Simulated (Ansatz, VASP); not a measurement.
**Two plane-wave programs on HfB2**

```xyz
3
Lattice="3.1400 0.0000 0.0000 -1.5700 2.7193 0.0000 0.0000 0.0000 3.4800" Properties=species:S:1:pos:R:3 pbc="T T T"
Hf    0.0000    0.0000    0.0000
B     1.5700    0.9064    1.7400
B     0.0000    1.8129    1.7400
```

Alike in both runs: task electric field gradients; functional RPBE; dispersion D3(BJ); k mesh 10 × 10 × 8; occupations gaussian, width 0.05 eV; no spin polarisation; Hubbard terms Hf d U = 4.5 eV.

```csv
,VASP,Ansatz
version,VASP 6.6.1,Ansatz 0.2.0
potentials or method,"VASP PAW PBE potentials, release 64 (Hf_pv, B)",Ansatz PAW
plane-wave cutoff (eV),520,420
valence electrons in the cell,16,32
```

Ansatz gave:

```
gap on the k mesh at the Fermi level (eV)            : none
size of Vzz on the site where it differs most (V/Å²) : 112.5
```

Question: Which values does VASP return?

Answer: gap on the k mesh at the Fermi level (eV): none; size of Vzz on the site where it differs most (V/Å²): 69.4.

VASP's potentials were made for PBE, not for RPBE. The programs project onto different local orbitals, so the same U acts differently, and such runs can settle in different states. A gap of «none» marks a metal or a gap that the smearing closes. VASP's potentials hold 16 valence electrons a cell and Ansatz's 32, so a difference there can come from the potentials and not from the codes.

Spin-orbit coupling is off throughout.
